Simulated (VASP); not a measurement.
Runs of VASP 6.6.1 on LiF. The structure is that of space group Fm-3m (No. 225), or close to it. The cells are those of the table. 

```csv
task,cell,gap on the mesh (eV),pressure (GPa)
single point,"a = 2.786 Å, angles 60.0°, 2 atoms",(b),(c)
single point,"a = 2.875 Å, angles 60.0°, 2 atoms",8.83,(a)
single point,"a = 2.846 Å, angles 60.0°, 2 atoms",9.10,1.6
single point,"a = 2.959 Å, angles 60.0°, 2 atoms",8.13,-5.4
relaxation of cell and atoms,"relaxed from a = 2.888 Å, angles 60.0°, 2 atoms",8.90,0.0
```

Alike in all rows: level PBE; potentials or basis VASP PAW PBE potentials, release 64 (Li_sv, F); no spin polarisation; k mesh 10 × 10 × 10; cutoff (eV) 750; smearing gaussian 0.02 eV.

Q: Fill in the values left out.

A: (a) -0.6; (b) 9.69; (c) 7.1.

Caveats: the cell stands under pressure (at least some runs); the cell stands under tension (at least some runs).

A k mesh can miss the band edges.
